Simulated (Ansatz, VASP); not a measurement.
SnO in VASP and in Ansatz

```
Sn O
1.0
     3.30311    0.00000    0.00000
     0.00000    5.75770    0.00000
     0.00000    0.00000    4.00081
Sn O
2 2
Direct
  0.00000 0.22944 0.51726
  0.50000 0.77056 0.01726
  0.00000 0.89353 0.73274
  0.50000 0.10647 0.23274
```

Alike in both runs: task single point; functional PBE; k mesh 8 × 4 × 6; occupations fermi-dirac, width 0.02 eV; no spin polarisation.

|  | VASP | Ansatz |
| --- | --- | --- |
| version | VASP 6.6.1 | Ansatz 0.2.0 |
| potentials or method | VASP PAW PBE potentials, release 64 (Sn_d, O_h) | plane waves, PAW |
| plane-wave cutoff (eV) | 1340 | 420 |
| valence electrons in the cell | 40 | 40 |

VASP gave:

- gap on the k mesh at the Fermi level (eV): 1.41
- pressure (GPa): 4.7
- traceless stress, the component that is largest in VASP (GPa): 0.78
- rms of the force components (eV/Å): 0.268

**Question.** What did Ansatz give for the same quantities?

**Answer.** gap on the k mesh at the Fermi level (eV): 1.42; pressure (GPa): 4.5; traceless stress, the component that is largest in VASP (GPa): 0.77; rms of the force components (eV/Å): 0.235.

Atom by atom the forces differ by 0.035 eV/Å (rms over components).
